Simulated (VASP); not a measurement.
## Ge: single point with PBE

Ge:

```xyz
2
Lattice="0.0000 2.8289 2.8289 2.8289 0.0000 2.8289 2.8289 2.8289 0.0000" Properties=species:S:1:pos:R:3 pbc="T T T"
Ge    4.2434    4.2434    4.2434
Ge    2.8289    2.8289    2.8289
```

```
Program             : VASP 6.6.1
Task                : single point
Functional          : PBE
Potentials or basis : VASP PAW PBE potentials, release 64 (Ge_d)
Cutoff              : 520 eV
k mesh              : 8 × 8 × 8
Occupations         : gaussian, width 0.025 eV
Spin                : no spin polarisation
```

The pressure is 3.5 GPa. The band gap on the k mesh is 0.03 eV.

Levels at points of the mesh, in eV from the valence-band top:
```
           k point  band 12  band 13  band 14  band 15  band 16  band 17
(0.00, 0.00, 0.00)     0.00     0.00     0.00     0.03     2.55     2.55
(0.50, 0.00, 0.00)    -7.60    -1.41    -1.41     0.18     3.75     3.75
(0.50, 0.50, 0.00)    -8.89    -3.07    -3.07     0.75     0.75     9.52
```

Wall time 48 s on 1 thread of Intel Xeon 8259CL, on a shared host, peak memory 0.17 GiB.

Caveat: the cell stands under pressure; semilocal functionals underestimate gaps, and a narrow one can read as zero. A k mesh can miss the band edges.
